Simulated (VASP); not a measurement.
# GdN (P6_3/mmc) in VASP: relaxation of cell and atoms with PBE

Aim: the relaxation of cell and atoms of GdN with PBE.

Program: VASP 6.6.1. These are calculated values, not measurements. Logs are shortened: lines on timing, memory, paths and dates and some standing lists are left out, and cuts for length are marked.

**1. The cell of the first run**

It takes space group P6_3/mmc (No. 194, hexagonal). The conventional cell has a = 3.704 Å, b = 3.704 Å, c = 5.163 Å, α = 90.00°, β = 90.00°, γ = 120.00°. Gd (site symmetry -6m2) has 6 N at 2.50 Å and 6 Gd at 3.35 Å within 3.4 Å. N (site symmetry -3m) has 6 Gd at 2.50 Å and 2 N at 2.58 Å within 3.3 Å.

**2. Relaxation of cell and atoms, PBE, collinear spin, ferromagnetic start**

Contents of INCAR:

```
  PREC = Accurate
  ENCUT = 600
  EDIFF = 1E-6
  ISMEAR = 0
  SIGMA = 0.05
  LREAL = False
  LASPH = True
  NELM = 150
  ALGO = Normal
  ISIF = 3
  LWAVE = False
  LCHARG = False
  ISPIN = 2
  MAGMOM = 7 7 0 0
  LORBIT = 11
  LMAXMIX = 6
  GGA = PE
  IBRION = 2
  NSW = 80
  EDIFFG = -0.01
  KPAR = 4
```

Contents of KPOINTS:

```
regular mesh
0
Gamma
  10 10 8
```

Contents of POSCAR:

```
GdN
1.0
    3.7043281970      0.0000000000      0.0000000000
   -1.8521640985      3.2080423225      0.0000000000
    0.0000000000      0.0000000000      5.1629266166
Gd N
2 2
Direct
    0.3333333333      0.6666666667      0.2500000000
    0.6666666667      0.3333333333      0.7500000000
    0.0000000000      0.0000000000      0.0000000000
    0.0000000000      0.0000000000      0.5000000000
```

Potentials or basis: VASP PAW PBE potentials, release 64 (Gd, N).

Run with:

```console
$ cat potpaw_PBE.64/Gd/POTCAR potpaw_PBE.64/N/POTCAR > POTCAR
$ mpirun -np 4 vasp_std > vasp.out
```

OUTCAR:

```text
PREC = Accurate
   ENCUT = 600
   EDIFF = 1E-6
   ISMEAR = 0
   LREAL = False
   LASPH = True
   NELM = 150
   ISIF = 3
   ISPIN = 2
   LORBIT = 11
   GGA = PE
   IBRION = 2
   NSW = 80
   EDIFFG = -0.01

 ion  position               nearest neighbor table
   1  0.333  0.667  0.250-   3 2.50   4 2.50   3 2.50   4 2.50   3 2.50   4 2.50   2 3.35   2 3.35
                             2 3.35   2 3.35   2 3.35   2 3.35
   2  0.667  0.333  0.750-   3 2.50   4 2.50   3 2.50   4 2.50   3 2.50   4 2.50   1 3.35   1 3.35
                             1 3.35   1 3.35   1 3.35   1 3.35
   3  0.000  0.000  0.000-   1 2.50   2 2.50   1 2.50   2 2.50   2 2.50   1 2.50
   4  0.000  0.000  0.500-   1 2.50   2 2.50   1 2.50   2 2.50   2 2.50   1 2.50

  LATTYP: Found a hexagonal cell.
 ALAT       =     3.7043281970
 C/A-ratio  =     1.3937551810

  Lattice vectors:

 A1 = (   3.7043281970,   0.0000000000,   0.0000000000)
 A2 = (  -1.8521640985,   3.2080423225,   0.0000000000)
 A3 = (   0.0000000000,   0.0000000000,   5.1629266166)

Analysis of symmetry for initial positions (statically):
=====================================================================
 Subroutine PRICEL returns:
 Original cell was already a primitive cell.

 Routine SETGRP: Setting up the symmetry group for a
 hexagonal supercell.

 Subroutine GETGRP returns: Found 24 space group operations
 (whereof 12 operations were pure point group operations)
 out of a pool of 24 trial point group operations.

The static configuration has the point symmetry D_3d.
 The point group associated with its full space group is D_6h.

Analysis of symmetry for dynamics (positions and initial velocities):
=====================================================================
 Subroutine PRICEL returns:
 Original cell was already a primitive cell.

 Routine SETGRP: Setting up the symmetry group for a
 hexagonal supercell.

 Subroutine GETGRP returns: Found 24 space group operations
 (whereof 12 operations were pure point group operations)
 out of a pool of 24 trial point group operations.

The dynamic configuration has the point symmetry D_3d.
 The point group associated with its full space group is D_6h.

Analysis of structural, dynamic, and magnetic symmetry:
=====================================================================
 Subroutine PRICEL returns:
 Original cell was already a primitive cell.

 Routine SETGRP: Setting up the symmetry group for a
 hexagonal supercell.

 Subroutine GETGRP returns: Found 24 space group operations
 (whereof 12 operations were pure point group operations)
 out of a pool of 24 trial point group operations.

The overall configuration has the point symmetry D_3d.
 The point group associated with its full space group is D_6h.

 Subroutine INISYM returns: Found 24 space group operations
 (whereof 12 operations are pure point group operations),
 and found     1 'primitive' translations

----------------------------------------------------------------------------------------

                                     Primitive cell

  volume of cell :      61.3544

  direct lattice vectors                    reciprocal lattice vectors
     3.704328197  0.000000000  0.000000000     0.269954482  0.155858293  0.000000000
    -1.852164099  3.208042322  0.000000000     0.000000000  0.311716586  0.000000000
     0.000000000  0.000000000  5.162926617     0.000000000  0.000000000  0.193688595

  length of vectors
     3.704328197  3.704328197  5.162926617     0.311716586  0.311716586  0.193688595

  position of ions in fractional coordinates (direct lattice)
     0.333333333  0.666666667  0.250000000
     0.666666667  0.333333333  0.750000000
     0.000000000  0.000000000  0.000000000
     0.000000000  0.000000000  0.500000000

  ion indices of the primitive-cell ions
   primitive index   ion index
                 1           1
                 2           2
                 3           3
                 4           4
[... 31 lines left out ...]
  0.200000  0.000000  0.000000      6.000000
  0.300000 -0.000000  0.000000      6.000000
  0.400000  0.000000  0.000000      6.000000
  0.500000 -0.000000  0.000000      3.000000
[... 16 lines left out ...]
  0.300000  0.100000  0.125000     24.000000
  0.400000  0.100000  0.125000     24.000000
 [... further k-points ...]
   k-points           NKPTS =     70   k-points in BZ     NKDIM =     70   number of bands    NBANDS=     34
   number of dos      NEDOS =    301   number of ions     NIONS =      4
   total plane-waves  NPLWV =  37800
   dimension x,y,z NGX =    30 NGY =   30 NGZ =   42
   dimension x,y,z NGXF=    60 NGYF=   60 NGZF=   84
   ions per type =               2   2
   NGX,Y,Z   is equivalent  to a cutoff of  13.46, 13.46, 13.52 a.u.
   NGXF,Y,Z  is equivalent  to a cutoff of  26.93, 26.93, 27.05 a.u.
 SYSTEM =  unknown system
   PREC   = accura    normal or accurate (medium, high low for compatibility)
   ISTART =      0    job   : 0-new  1-cont  2-samecut
   ICHARG =      2    charge: 1-file 2-atom 10-const
   ISPIN  =      2    spin polarized calculation?
   LNONCOLLINEAR =      F non collinear calculations
   LSORBIT =      F    spin-orbit coupling
   LASPH  =      T    aspherical Exc in radial PAW
   ENCUT  =  600.0 eV  44.10 Ry    6.64 a.u.   7.40  7.40 10.31*2*pi/ulx,y,z
   NELM   =    150;   NELMIN=  2; NELMDL= -5     # of ELM steps
   EDIFF  = 0.1E-05   stopping-criterion for ELM
   LREAL  =      F    real-space projection
   EDIFFG = -.1E-01   stopping-criterion for IOM
   NSW    =     80    number of steps for IOM
   IBRION =      2    ionic relax: 0-MD 1-quasi-New 2-CG
   NFREE  =      1    steps in history (QN), initial steepest desc. (CG)
   ISIF   =      3    stress and relaxation
   ISYM   =      2    0-nonsym 1-usesym 2-fastsym
   POTIM  = 0.5000    time-step for ionic-motion
   TEBEG  =    0.0;   TEEND  =   0.0 temperature during run
   PSTRESS=    0.0 pullay stress
   NELECT =      46.0000    total number of electrons
   NUPDOWN=      -1.0000    fix difference up-down
   EMIN   =  10.00;   EMAX   =-10.00  energy-range for DOS
   EFERMI =   0.00;   METHOD = LEGACY
   ISMEAR =     0;   SIGMA  =   0.05  broadening in eV -4-tet -1-fermi 0-gaus
   EFERMI_NEDOS =   21; number of points for ismear=-14 and -15
   IALGO  =     38    algorithm
   IMIX   =      4    mixing-type and parameters
     AMIX     =   0.40;   BMIX     =  1.00
     AMIX_MAG =   1.60;   BMIX_MAG =  1.00
  volume/ion in A,a.u.               =      15.34       103.51
  Fermi-wavevector in a.u.,A,eV,Ry     =   1.487233  2.810462 30.094200  2.211861
  Thomas-Fermi vector in A             =   2.600419
   LORBIT       =     11    0 simple, 1 ext, 2 COOP (PROOUT), +10 PAW based schemes
   GGA     = PE    functional components
   LHFCALC =     F    Hartree Fock is set to
   AEXX    =    0.0000 exact exchange contribution
   IVDW    =     0    specifies the selected vdW correction
   LEPSILON=     F    determine dielectric tensor
   LRPA    =     F    only Hartree local field effects (RPA)
 conjugate gradient relaxation of ions
 spin polarized calculation
 Gauss-broadening in eV      SIGMA  =   0.05
  energy-cutoff  :      600.00
  volume of cell :       61.35
 maximum number of plane-waves:      2091
 NGX is ok and might be reduce to    30
   NGX = 15   NGY = 15   NGZ = 21

--------------------------------------- Ionic step        1  -------------------------------------------

 number of electron      46.0000005 magnetization       8.7020464

 number of electron      46.0000007 magnetization      13.9359341

 Free energy of the ion-electron system (eV)
  ---------------------------------------------------
  ext. energy  EPLUGINS =         0.00000000
  ---------------------------------------------------
  free energy    TOTEN  =       -44.58200313 eV

  energy without entropy =      -44.58083142  energy(sigma->0) =      -44.58141727

------------------------ aborting loop because EDIFF is reached ----------------------------------------

  FORCE on cell =-STRESS in cart. coord.  units (eV):
  Direction    XX          YY          ZZ          XY          YZ          ZX
  --------------------------------------------------------------------------------------
  -------------------------------------------------------------------------------------
  Total       -5.0798271     -5.0798271      9.8505412      0.0000000      0.0000000      0.0000000
  in kB     -132.6520638   -132.6520638    257.2321061      0.0000000      0.0000000      0.0000000
  external PRESSURE =      -2.6906738 kB  Pullay stress =       0.0000000 kB
[... 95 lines left out ...]
  FREE ENERGIE OF THE ION-ELECTRON SYSTEM (eV)
  ---------------------------------------------------
  free  energy   TOTEN  =       -45.8571610553 eV

  energy  without entropy=      -45.8568024100  energy(sigma->0) =      -45.85698173

[... ionic steps 4 to 17 ...]

--------------------------------------- Ionic step       18  -------------------------------------------

 number of electron      45.9999997 magnetization      13.9999994

------------------------ aborting loop because EDIFF is reached ----------------------------------------
[... 71 lines left out ...]
--------------------------------------- Ionic step       20  -------------------------------------------

 number of electron      45.9999997 magnetization      13.9999994

 Free energy of the ion-electron system (eV)
  ---------------------------------------------------
  ext. energy  EPLUGINS =         0.00000000
  ---------------------------------------------------
  free energy    TOTEN  =       -45.86977482 eV

  energy without entropy =      -45.86926253  energy(sigma->0) =      -45.86951868

 E-fermi :   4.3944     XC(G=0): -11.6434

 val. band max:        4.3184388970   @ k =   0.3000  -0.0000   0.0000
 cond. band min:       4.3975494611   @ k =   0.3000  -0.0000   0.0000
 fundamental gap:      0.0791105641
 Fermi energy:         4.3944331498

 spin component 1

 k-point     1 :       0.0000    0.0000    0.0000
  band No.  band energies     occupation
      1     -39.7164      1.00000
      2     -39.6399      1.00000
      3     -17.7988      1.00000
      4     -16.7652      1.00000
      5     -16.7652      1.00000
      6     -16.6990      1.00000
[... 877 lines left out ...]
     33       8.8834      0.00000
     34       9.8453      0.00000

 [... further k-points ...]

 spin component 2

 k-point     1 :       0.0000    0.0000    0.0000
  band No.  band energies     occupation
      1     -36.6216      1.00000
      2     -36.5211      1.00000
      3     -15.9534      1.00000
      4     -14.5222      1.00000
      5     -14.5222      1.00000
      6     -14.4616      1.00000
[... 910 lines left out ...]
  FREE ENERGIE OF THE ION-ELECTRON SYSTEM (eV)
  ---------------------------------------------------
  free  energy   TOTEN  =       -45.8697748194 eV

  energy  without entropy=      -45.8692625318  energy(sigma->0) =      -45.86951868

 reached required accuracy - stopping structural energy minimisation

 total charge

# of ion       s       p       d       f       tot
--------------------------------------------------
    1        2.037   5.646   0.560   7.007  15.250
    2        2.037   5.646   0.560   7.007  15.250
    3        1.247   2.378   0.000   0.000   3.625
    4        1.247   2.378   0.000   0.000   3.625
--------------------------------------------------
tot          6.568  16.048   1.120  14.015  37.750

 magnetization (x)

# of ion       s       p       d       f       tot
--------------------------------------------------
    1       -0.004  -0.078   0.082   6.795   6.796
    2       -0.004  -0.078   0.082   6.795   6.796
    3       -0.006  -0.069   0.000   0.000  -0.075
    4       -0.006  -0.069   0.000   0.000  -0.075
--------------------------------------------------
tot         -0.020  -0.294   0.165  13.589  13.440
```

It took 56 min on 4 MPI ranks of Oxide Virtual Turin-like, shared host; peak memory 0.41 GiB.

Results:

```
Free energy                                           : -45.8698 eV
Relaxed volume                                        : 15.27 Å³/atom
Relaxed cell                                          : a = 3.438 Å, b = 3.438 Å, c = 5.966 Å, α = 90.00°, β = 90.00°, γ = 120.00°
Space group after relaxing (to 0.1 Å)                 : P6_3/mmc (No. 194)
Energy gained by relaxing                             : 321.9 meV/atom
Ionic steps                                           : 20
Pressure after relaxing                               : 0.1 GPa
Band gap on the k mesh                                : zero (filled and empty bands overlap)
Net moment                                            : 14.00 μB per cell
Site moments                                          : Gd +6.80; N -0.07 μB
Valence electrons inside the program's atomic spheres : Gd 15.25; N 3.62
```

The path:
```
step  energy change (eV)  largest force (eV/Å)  pressure (GPa)  volume (Å³)
   1              0.0000                0.0000           -0.27        61.35
   2             -1.2174                0.0000            1.93        60.49
   3             -1.2752                0.0000            2.50        59.96
   4             -1.2809                0.0000            2.35        60.08
   5             -1.2788                0.0000           -2.43        62.11
   6             -1.2877                0.0000            0.05        61.01
   7             -1.2877                0.0000            0.13        61.03
   8             -1.2854                0.0000           -1.60        61.57
   9             -1.2877                0.0000           -0.05        61.06
  10             -1.2878                0.0000           -0.11        61.08
  11             -1.2878                0.0000           -0.11        61.08
  12             -1.2878                0.0000           -0.12        61.08
  13             -1.2877                0.0000           -0.10        61.07
  14             -1.2878                0.0000           -0.10        61.07
  15             -1.2878                0.0000           -0.09        61.07
  16             -1.2878                0.0000           -0.10        61.07
  17             -1.2878                0.0000            0.12        61.00
  18             -1.2878                0.0000            0.19        61.03
  19             -1.2878                0.0000            0.16        61.06
  20             -1.2878                0.0000            0.06        61.07
```

Final structure:
```
Gd N
1.0
     3.43804    0.00000    0.00000
    -1.71902    2.97743    0.00000
     0.00000    0.00000    5.96569
Gd N
2 2
Direct
  0.33333 0.66667 0.25000
  0.66667 0.33333 0.75000
  0.00000 0.00000 0.00000
  0.00000 0.00000 0.50000
```

Levels at points of the mesh, in eV from the Fermi level:
Spin up:
| k point | band 28 | band 29 | band 30 | band 31 | band 32 | band 33 |
| --- | --- | --- | --- | --- | --- | --- |
| (0.00, 0.00, 0.00) | -0.89 | -0.89 | 0.40 | 1.47 | 2.38 | 2.62 |
| (0.50, 0.00, 0.00) | -2.57 | -0.60 | -0.37 | -0.12 | 3.91 | 3.96 |
| (0.00, 0.00, 0.50) | -1.66 | -1.66 | -1.66 | 3.36 | 3.36 | 4.21 |
| (0.50, 0.00, 0.50) | -2.56 | -1.63 | -1.63 | 1.86 | 1.86 | 5.59 |
Spin down:
| k point | band 13 | band 14 | band 15 | band 16 | band 17 | band 18 | band 19 | band 20 |
| --- | --- | --- | --- | --- | --- | --- | --- | --- |
| (0.00, 0.00, 0.00) | -2.03 | -1.66 | -1.66 | -0.48 | 0.96 | 1.10 | 1.70 | 1.70 |
| (0.50, 0.00, 0.00) | -2.58 | -2.29 | -1.07 | -0.66 | 0.43 | 1.39 | 1.56 | 1.60 |
| (0.00, 0.00, 0.50) | -1.91 | -1.91 | -1.91 | -1.91 | 1.16 | 1.16 | 1.78 | 1.78 |
| (0.50, 0.00, 0.50) | -2.48 | -2.48 | -1.87 | -1.87 | 1.28 | 1.28 | 1.59 | 1.59 |

Caveat: a cell axis changed by over 15 % at a fixed basis, so the end point is rough; spin-orbit coupling is left out, which moves the levels of the heavy elements; semilocal functionals describe open f shells poorly, which spoils levels, moments and volumes.

The gap in the log of VASP goes by the Fermi energy; the results here count the filled bands.